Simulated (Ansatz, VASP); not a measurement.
This is a calculation of C for VASP 6.6.1.

INCAR

```
SYSTEM = C
PREC = Accurate
ENCUT = 520
EDIFF = 1E-6
ISMEAR = -1
SIGMA = 0.05
LREAL = .FALSE.
LASPH = .TRUE.
NELM = 60
ALGO = Normal
ISIF = 2
LWAVE = .FALSE.
LCHARG = .TRUE.
GGA = PS
LELF = .TRUE.
LVHAR = .TRUE.
NBANDS = 16
```

The input KPOINTS:

```
regular mesh
0
G
  12 12 2
  0 0 0
```

The input POSCAR:

```
C
1.0
    2.4397422609      0.0000000000      0.0000000000
   -1.2198711305      2.1128787767      0.0000000000
    0.0000000000      0.0000000000     23.9719824012
C
4
Direct
    0.6666666667      0.3333333333      0.5704754400
    0.3333333333      0.6666666667      0.4295245600
    0.0000000000      0.0000000000      0.4295312300
    0.0000000000      0.0000000000      0.5704687700
```

Potentials or basis: VASP PAW PBE potentials, release 64 (C).

Command:

```bash
$ cat potpaw_PBE.64/C/POTCAR > POTCAR
$ mpirun -np 1 vasp_std > vasp.out
```

Problem. Translate it to Ansatz 0.2.0. Potentials there: all-electron LAPW, scalar-relativistic.

Solution. As run (the cutoff follows the program's own potentials):

Contents of input.yaml:

```yaml
crystal:
  lattice:
    - [2.4397422609, 0.0, 0.0]
    - [-1.2198711305, 2.1128787767, 0.0]
    - [0.0, 0.0, 23.9719824012]
  atoms:
    - { symbol: C, position: [0.6666666667, 0.3333333333, 0.57047544] }
    - { symbol: C, position: [0.3333333333, 0.6666666667, 0.42952456] }
    - { symbol: C, position: [0.0, 0.0, 0.42953123] }
    - { symbol: C, position: [0.0, 0.0, 0.57046877] }
kpoints:
  mp_grid: { grid: [12, 12, 2] }
scf:
  occupations: { method: fermi_dirac, width: 0.05 }
hamiltonian:
  xc: pbesol
  pseudopotentials: { kind: all_electron, lapw: { basis_error: 0.002 } }
output:
  forces: true
  stress: true
  eigenvalues: true
```

Potentials or basis: all-electron LAPW, scalar-relativistic.

Launch:

```console
$ ansatz run input.yaml --threads 2 --pin off --max-ram 6144MiB --backend cpu --events-out ev --progress --plain --runs-dir out
```

Both were run:

|  | VASP | Ansatz | Ansatz less VASP |
| --- | --- | --- | --- |
| gap on the k mesh at the Fermi level (eV) | none | none | - |
| rms of the force components (eV/Å) | 0.010 | 0.010 | -0.0001 |

VASP's potentials were made for PBE, not for PBEsol. Atom by atom the forces differ by 0.000 eV/Å (rms over components). A gap of «none» marks a metal or a gap that the smearing closes. Ansatz ran all-electron here, and VASP with PAW potentials.
